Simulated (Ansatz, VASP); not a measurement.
**Pd in VASP and in Ansatz**

Contents of INCAR:

```
SYSTEM = Pd
PREC = Accurate
ENCUT = 500
EDIFF = 1E-7
ISMEAR = -1
SIGMA = 0.03
LREAL = .False.
LASPH = .True.
NELM = 120
ALGO = Normal
ISIF = 3
LWAVE = .False.
LCHARG = .False.
GGA = PE
IBRION = 2
NSW = 100
EDIFFG = -0.005
GGA_COMPAT = .False.
NELMIN = 4
```

The input KPOINTS:

```
regular mesh
0
Gamma
  13 13 13
  0 0 0
```

Contents of POSCAR:

```
Pd
1.0
    2.5624025900      0.0000000000      0.0000000000
    0.0000000000      2.5624025900      0.0000000000
    0.0000000000      0.0000000000      2.5624025900
Pd
1
Direct
    0.0000000000      0.0000000000      0.0000000000
```

Input for Ansatz:

```yaml
crystal:
  lattice:
    - [2.56240259, 0.0, 0.0]
    - [0.0, 2.56240259, 0.0]
    - [0.0, 0.0, 2.56240259]
  atoms:
    - { symbol: Pd, position: [0.0, 0.0, 0.0] }
kpoints:
  mp_grid: { grid: [13, 13, 13] }
scf:
  occupations: { method: fermi_dirac, width: 0.03 }
hamiltonian:
  xc: pbe
  pseudopotentials: { kind: paw }
output:
  forces: true
  stress: true
relax:
  f_tol: 0.005
  max_steps: 80
  cell: {}
```

Alike in both runs: task relaxation of cell and atoms; functional PBE; k mesh 13 × 13 × 13; occupations fermi-dirac, width 0.03 eV; no spin polarisation.

|  | VASP | Ansatz |
| --- | --- | --- |
| version | VASP 6.6.1 | Ansatz 0.2.0 |
| potentials or method | VASP PAW PBE potentials, release 64 (Pd) | PAW with Ansatz's default frozen-core files, scalar-relativistic |
| plane-wave cutoff (eV) | 500 | 420 |
| valence electrons in the cell | 10 | 18 |

```csv
,VASP,Ansatz,Ansatz less VASP
relaxed volume (Å³/atom),17.79,17.84,+0.046
relaxed cell length with the largest relative difference (Å),2.611,2.613,+0.0023
```

VASP's potentials hold 10 valence electrons a cell and Ansatz's 18, so a difference there can come from the potentials and not from the codes.
